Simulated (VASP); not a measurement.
A run of VASP 6.6.1 is set up as follows.

File INCAR:

```
SYSTEM = NaF
ALGO = Normal
EDIFF = 1E-7
EDIFFG = -0.002
ENCUT = 600
GGA = PE
GGA_COMPAT = .False.
IBRION = 2
ISIF = 3
ISMEAR = 0
IVDW = 12
LASPH = .True.
LCHARG = .False.
LREAL = .False.
LWAVE = .False.
NELM = 120
NELMIN = 4
NSW = 100
PREC = Accurate
SIGMA = 0.02
```

Contents of KPOINTS:

```
k-points
0
Gamma
  8 8 8
  0 0 0
```

File POSCAR:

```
NaF
1.0
    0.0000000000      2.3200000000      2.3200000000
    2.3200000000      0.0000000000      2.3200000000
    2.3200000000      2.3200000000      0.0000000000
Na F
1 1
Direct
    0.0000000000      0.0000000000      0.0000000000
    0.5000000000      0.5000000000      0.5000000000
```

Potentials or basis: VASP PAW PBE potentials, release 64 (Na_pv, F).

Command:

```bash
$ cat potpaw_PBE.64/Na_pv/POTCAR potpaw_PBE.64/F/POTCAR > POTCAR
$ mpirun -np 1 vasp_std > vasp.out
```

Predict the space group after relaxing (to 0.05 Å).

Fm-3m (No. 225).

Predict the relaxed volume.

12.34 Å³/atom.

Predict the dispersion energy per atom.

-0.175 eV.

Estimate the band gap on the k mesh.

6.35 eV, direct.

Final structure:
```
Na F
1.0
     0.00000    2.31076    2.31076
     2.31076    0.00000    2.31076
     2.31076    2.31076    0.00000
Na F
1 1
Direct
  0.00000 0.00000 0.00000
  0.50000 0.50000 0.50000
```

As with any semilocal functional, this PBE gap is likely too small.
